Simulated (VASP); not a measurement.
# KMgF3 (Pm-3m) in VASP: a series of runs

KMgF3 is run at these levels: PBE; tasks: single point.

Everything below comes from runs of VASP 6.6.1. Logs are shortened: lines on timing, memory, paths and dates and some standing lists are left out, and cuts for length are marked.

## Step 1: The cell of the first run

It takes space group Pm-3m (No. 221, cubic). Conventional cell: a = 3.980 Å, b = 3.980 Å, c = 3.980 Å, α = 90.00°, β = 90.00°, γ = 90.00°. Within 3.7 Å of K (site symmetry m-3m) lie 12 F at 2.81 Å and 8 Mg at 3.45 Å. Within 2.6 Å of Mg (site symmetry m-3m) lie 6 F at 1.99 Å. Within 2.6 Å of F (site symmetry 4/mmm) lie 2 Mg at 1.99 Å.

## Step 2: Single point, PBE

INCAR reads:

```
PREC = Accurate
ENCUT = 600
EDIFF = 1E-6
ISMEAR = 0
SIGMA = 0.01
LREAL = False
LASPH = True
NELM = 120
ALGO = Normal
ISIF = 2
LWAVE = False
LCHARG = False
GGA = PE
NBANDS = 24
GGA_COMPAT = False
```

KPOINTS reads:

```
regular mesh
0
Gamma
  2 2 2
```

POSCAR reads:

```
KMgF3
1.0
    3.9802355751      0.0000000000      0.0000000000
    0.0000000000      3.9802355751      0.0000000000
    0.0000000000      0.0000000000      3.9802355751
K Mg F
1 1 3
Direct
    0.5000000000      0.5000000000      0.5000000000
    0.0000000000      0.0000000000      0.0000000000
    0.5000000000      0.0000000000      0.0000000000
    0.0000000000      0.5000000000      0.0000000000
    0.0000000000      0.0000000000      0.5000000000
```

Potentials or basis: VASP PAW PBE potentials, release 64 (K_sv, Mg, F).

Run with:

```
> cat potpaw_PBE.64/K_sv/POTCAR potpaw_PBE.64/Mg/POTCAR potpaw_PBE.64/F/POTCAR > POTCAR
> mpirun -np 1 vasp_std > vasp.out
```

OUTCAR:

```text
PREC = Accurate
   ENCUT = 600
   EDIFF = 1E-6
   ISMEAR = 0
   LREAL = False
   LASPH = True
   NELM = 120
   ISIF = 2
   GGA = PE

 ion  position               nearest neighbor table
   1  0.500  0.500  0.500-   3 2.81   4 2.81   5 2.81   3 2.81   4 2.81   3 2.81   5 2.81   3 2.81
                             4 2.81   5 2.81   4 2.81   5 2.81   2 3.45   2 3.45   2 3.45   2 3.45
   2  0.000  0.000  0.000-   3 1.99   4 1.99   5 1.99   5 1.99   4 1.99   3 1.99   1 3.45   1 3.45
                             1 3.45   1 3.45   1 3.45   1 3.45   1 3.45   1 3.45
   3  0.500  0.000  0.000-   2 1.99   2 1.99   1 2.81   1 2.81   1 2.81   1 2.81
   4  0.000  0.500  0.000-   2 1.99   2 1.99   1 2.81   1 2.81   1 2.81   1 2.81
   5  0.000  0.000  0.500-   2 1.99   2 1.99   1 2.81   1 2.81   1 2.81   1 2.81

  LATTYP: Found a simple cubic cell.
 ALAT       =     3.9802355751

  Lattice vectors:

 A1 = (   3.9802355751,   0.0000000000,   0.0000000000)
 A2 = (   0.0000000000,   3.9802355751,   0.0000000000)
 A3 = (   0.0000000000,   0.0000000000,   3.9802355751)

Analysis of symmetry for initial positions (statically):
=====================================================================
 Subroutine PRICEL returns:
 Original cell was already a primitive cell.

 Routine SETGRP: Setting up the symmetry group for a
 simple cubic supercell.

 Subroutine GETGRP returns: Found 48 space group operations
 (whereof 48 operations were pure point group operations)
 out of a pool of 48 trial point group operations.

The static configuration has the point symmetry O_h .

Analysis of symmetry for dynamics (positions and initial velocities):
=====================================================================
 Subroutine PRICEL returns:
 Original cell was already a primitive cell.

 Routine SETGRP: Setting up the symmetry group for a
 simple cubic supercell.

 Subroutine GETGRP returns: Found 48 space group operations
 (whereof 48 operations were pure point group operations)
 out of a pool of 48 trial point group operations.

The dynamic configuration has the point symmetry O_h .

 Subroutine INISYM returns: Found 48 space group operations
 (whereof 48 operations are pure point group operations),
 and found     1 'primitive' translations

----------------------------------------------------------------------------------------

                                     Primitive cell

  volume of cell :      63.0560

  direct lattice vectors                    reciprocal lattice vectors
     3.980235575  0.000000000  0.000000000     0.251241410  0.000000000  0.000000000
     0.000000000  3.980235575  0.000000000     0.000000000  0.251241410  0.000000000
     0.000000000  0.000000000  3.980235575     0.000000000  0.000000000  0.251241410

  length of vectors
     3.980235575  3.980235575  3.980235575     0.251241410  0.251241410  0.251241410

  position of ions in fractional coordinates (direct lattice)
     0.500000000  0.500000000  0.500000000
     0.000000000  0.000000000  0.000000000
     0.500000000  0.000000000  0.000000000
     0.000000000  0.500000000  0.000000000
     0.000000000  0.000000000  0.500000000

  ion indices of the primitive-cell ions
   primitive index   ion index
                 1           1
                 2           2
                 3           3
                 4           4
                 5           5

----------------------------------------------------------------------------------------

 KPOINTS: regular mesh

Automatic generation of k-mesh.
 Grid dimensions read from file:
 generate k-points for:    2    2    2

 Generating k-lattice:

  Cartesian coordinates                     Fractional coordinates (reciprocal lattice)
     0.125620705  0.000000000  0.000000000     0.500000000  0.000000000  0.000000000
     0.000000000  0.125620705  0.000000000     0.000000000  0.500000000  0.000000000
     0.000000000  0.000000000  0.125620705     0.000000000  0.000000000  0.500000000

  Length of vectors
     0.125620705  0.125620705  0.125620705

  Shift w.r.t. Gamma in fractional coordinates (k-lattice)
     0.000000000  0.000000000  0.000000000

 Subroutine IBZKPT returns following result:
 ===========================================

 Found      4 irreducible k-points:

 Following reciprocal coordinates:
            Coordinates               Weight
  0.000000  0.000000  0.000000      1.000000
  0.500000  0.000000  0.000000      3.000000
  0.500000  0.500000  0.000000      3.000000
  0.500000  0.500000  0.500000      1.000000
   k-points           NKPTS =      4   k-points in BZ     NKDIM =      4   number of bands    NBANDS=     24
   number of dos      NEDOS =    301   number of ions     NIONS =      5
   total plane-waves  NPLWV =  32768
   dimension x,y,z NGX =    32 NGY =   32 NGZ =   32
   dimension x,y,z NGXF=    64 NGYF=   64 NGZF=   64
   ions per type =               1   1   3
   NGX,Y,Z   is equivalent  to a cutoff of  13.37, 13.37, 13.37 a.u.
   NGXF,Y,Z  is equivalent  to a cutoff of  26.73, 26.73, 26.73 a.u.
 SYSTEM =  unknown system
   PREC   = accura    normal or accurate (medium, high low for compatibility)
   ISTART =      0    job   : 0-new  1-cont  2-samecut
   ICHARG =      2    charge: 1-file 2-atom 10-const
   ISPIN  =      1    spin polarized calculation?
   LNONCOLLINEAR =      F non collinear calculations
   LSORBIT =      F    spin-orbit coupling
   LASPH  =      T    aspherical Exc in radial PAW
   ENCUT  =  600.0 eV  44.10 Ry    6.64 a.u.   7.95  7.95  7.95*2*pi/ulx,y,z
   NELM   =    120;   NELMIN=  2; NELMDL= -5     # of ELM steps
   EDIFF  = 0.1E-05   stopping-criterion for ELM
   LREAL  =      F    real-space projection
   EDIFFG = 0.1E-04   stopping-criterion for IOM
   NSW    =      0    number of steps for IOM
   IBRION =     -1    ionic relax: 0-MD 1-quasi-New 2-CG
   NFREE  =      0    steps in history (QN), initial steepest desc. (CG)
   ISIF   =      2    stress and relaxation
   ISYM   =      2    0-nonsym 1-usesym 2-fastsym
   POTIM  = 0.5000    time-step for ionic-motion
   TEBEG  =    0.0;   TEEND  =   0.0 temperature during run
   PSTRESS=    0.0 pullay stress
   NELECT =      32.0000    total number of electrons
   NUPDOWN=      -1.0000    fix difference up-down
   EMIN   =  10.00;   EMAX   =-10.00  energy-range for DOS
   EFERMI =   0.00;   METHOD = LEGACY
   ISMEAR =     0;   SIGMA  =   0.01  broadening in eV -4-tet -1-fermi 0-gaus
   EFERMI_NEDOS =   21; number of points for ismear=-14 and -15
   IALGO  =     38    algorithm
   IMIX   =      4    mixing-type and parameters
     AMIX     =   0.40;   BMIX     =  1.00
     AMIX_MAG =   1.60;   BMIX_MAG =  1.00
  volume/ion in A,a.u.               =      12.61        85.10
  Fermi-wavevector in a.u.,A,eV,Ry     =   1.305818  2.467639 23.200126  1.705161
  Thomas-Fermi vector in A             =   2.436662
   LORBIT       =      0    0 simple, 1 ext, 2 COOP (PROOUT), +10 PAW based schemes
   GGA     = PE    functional components
   LHFCALC =     F    Hartree Fock is set to
   AEXX    =    0.0000 exact exchange contribution
   IVDW    =     0    specifies the selected vdW correction
   LEPSILON=     F    determine dielectric tensor
   LRPA    =     F    only Hartree local field effects (RPA)
 non-spin polarized calculation
 Gauss-broadening in eV      SIGMA  =   0.01
  energy-cutoff  :      600.00
  volume of cell :       63.06
 maximum number of plane-waves:      2176
 NGX is ok and might be reduce to    32
   NGX = 15   NGY = 15   NGZ = 15

 number of electron      32.0000005 magnetization

 Free energy of the ion-electron system (eV)
  ---------------------------------------------------
  ext. energy  EPLUGINS =         0.00000000
  ---------------------------------------------------
  free energy    TOTEN  =       -24.39816394 eV

  energy without entropy =      -24.39816394  energy(sigma->0) =      -24.39816394

 E-fermi :  -1.5009     XC(G=0):  -9.7035

 val. band max:       -1.5746168965   @ k =   0.5000   0.5000   0.5000
 cond. band min:       5.7594020418   @ k =   0.0000   0.0000   0.0000
 fundamental gap:      7.3340189383
 Fermi energy:        -1.5009326605

 k-point     1 :       0.0000    0.0000    0.0000
  band No.  band energies     occupation
      1     -27.2272      2.00000
      2     -21.7053      2.00000
      3     -21.0446      2.00000
      4     -21.0446      2.00000
      5     -10.7203      2.00000
      6     -10.7203      2.00000
[... 16 lines left out ...]
     23      12.4868      0.00000
     24      15.3954      0.00000

 k-point     2 :       0.5000    0.0000    0.0000
  band No.  band energies     occupation
      1     -27.1982      2.00000
      2     -21.5499      2.00000
      3     -21.2287      2.00000
      4     -21.0361      2.00000
      5     -10.7045      2.00000
      6     -10.6637      2.00000
[... 16 lines left out ...]
     23      12.8666      0.00000
     24      13.9761      0.00000

 k-point     3 :       0.5000    0.5000    0.0000
  band No.  band energies     occupation
      1     -27.1775      2.00000
      2     -21.2821      2.00000
      3     -21.2499      2.00000
      4     -21.2499      2.00000
      5     -10.7955      2.00000
      6     -10.7955      2.00000
[... 16 lines left out ...]
     23      12.7516      0.00000
     24      12.7817      0.00000

 k-point     4 :       0.5000    0.5000    0.5000
  band No.  band energies     occupation
      1     -27.1635      2.00000
      2     -21.2290      2.00000
      3     -21.2290      2.00000
      4     -21.2290      2.00000
      5     -10.9085      2.00000
      6     -10.9085      2.00000
[... 16 lines left out ...]
     23      13.6270      0.00000
     24      13.6270      0.00000

------------------------ aborting loop because EDIFF is reached ----------------------------------------

  FORCE on cell =-STRESS in cart. coord.  units (eV):
  Direction    XX          YY          ZZ          XY          YZ          ZX
  --------------------------------------------------------------------------------------
  -------------------------------------------------------------------------------------
  Total        1.4431088      1.4431088      1.4431088     -0.0000000      0.0000000     -0.0000000
  in kB       36.6676714     36.6676714     36.6676714     -0.0000000      0.0000000     -0.0000000
  external PRESSURE =      36.6676714 kB  Pullay stress =       0.0000000 kB

 VOLUME and BASIS-vectors are now :
 -----------------------------------------------------------------------------
  energy-cutoff  :      600.00
  volume of cell :       63.06
      direct lattice vectors                 reciprocal lattice vectors
     3.980235575  0.000000000  0.000000000     0.251241410  0.000000000  0.000000000
     0.000000000  3.980235575  0.000000000     0.000000000  0.251241410  0.000000000
     0.000000000  0.000000000  3.980235575     0.000000000  0.000000000  0.251241410

 POSITION                                       TOTAL-FORCE (eV/Angst)
 -----------------------------------------------------------------------------------
      1.99012      1.99012      1.99012         0.000000      0.000000      0.000000
      0.00000      0.00000      0.00000         0.000000      0.000000      0.000000
      1.99012      0.00000      0.00000         0.000000      0.000000      0.000000
      0.00000      1.99012      0.00000         0.000000      0.000000      0.000000
      0.00000      0.00000      1.99012         0.000000      0.000000      0.000000
 -----------------------------------------------------------------------------------
    total drift:                                0.000000      0.000000     -0.000000

  FREE ENERGIE OF THE ION-ELECTRON SYSTEM (eV)
  ---------------------------------------------------
  free  energy   TOTEN  =       -24.3981639439 eV

  energy  without entropy=      -24.3981639439  energy(sigma->0) =      -24.39816394
```

Wall time 6.5 s (1 thread of AMD EPYC 7R13 (Zen 3), shared host); peak memory 0.15 GiB.

Results:

| Property | Result |
| --- | --- |
| Free energy | -24.3982 eV |
| Pressure | 3.7 GPa |
| Band gap on the k mesh | 7.33 eV (least direct gap 7.66 eV) |

Levels at points of the mesh, in eV from the valence-band top:
```tsv
k point	band 14	band 15	band 16	band 17	band 18	band 19
(0.00, 0.00, 0.00)	-0.32	-0.32	-0.32	7.33	10.08	10.08
(0.50, 0.00, 0.00)	-0.87	-0.53	-0.53	10.14	10.49	11.13
(0.50, 0.50, 0.00)	-0.90	-0.90	-0.02	10.94	11.72	12.67
(0.50, 0.50, 0.50)	0.00	0.00	0.00	10.46	10.46	10.46
```

Caveat: the k points lie up to 0.79 Å⁻¹ apart.

[end of part 1 of 2]
